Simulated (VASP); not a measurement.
A run of VASP 6.6.1 is set up as follows.

The input INCAR:

```
SYSTEM = SnSe
PREC     = Accurate       ! precision mode
ENCUT    = 520            ! plane-wave cutoff, eV
EDIFF    = 1E-6           ! SCF threshold, eV
ISMEAR   = -1             ! smearing method
SIGMA    = 0.02           ! smearing width, eV
LREAL    = .FALSE.        ! projectors in reciprocal space
LASPH    = .TRUE.         ! aspherical terms in the spheres
NELM     = 100            ! most SCF steps
ALGO     = Normal         ! electronic algorithm
ISIF     = 2              ! what is computed and relaxed
LWAVE    = .FALSE.        ! write WAVECAR
LCHARG   = .TRUE.         ! write CHGCAR
GGA      = CA             ! functional
LELF     = .TRUE.         ! ELF
LVHAR    = .TRUE.       
NBANDS   = 28             ! bands
```

Contents of KPOINTS:

```
Automatic mesh
0
G
  4 4 2
  0 0 0
```

Contents of POSCAR:

```
SnSe
1.0
    4.2853274200      0.0000000000      0.0000000000
    0.0000000000      4.2853274200      0.0000000000
    0.0000000000      0.0000000000     10.9906921300
Sn Se
2 2
Direct
    0.5000000000      0.0000000000      0.3722291100
    0.0000000000      0.5000000000      0.6277708900
    0.5000000000      0.0000000000      0.6160394900
    0.0000000000      0.5000000000      0.3839605100
```

Potentials or basis: VASP PAW LDA potentials, release 64 (Sn_d, Se).

Run with:

```sh
$ cat potpaw_LDA.64/Sn_d/POTCAR potpaw_LDA.64/Se/POTCAR > POTCAR
$ mpirun -np 1 vasp_std > vasp.out
```

Task: What does it give for the band gap on the k mesh?

Result: 1.58 eV (least direct gap 1.63 eV).

Task: Estimate the largest force.

Result: 0.267 eV/Å.

Forces in eV/Å, atoms in the order of the input:
```
Sn   0.000  0.000  0.267
Sn   0.000  0.000 -0.267
Se   0.000  0.000 -0.103
Se   0.000  0.000  0.103
```

Caveat: spin-orbit coupling is left out, which moves the levels of the heavy elements.
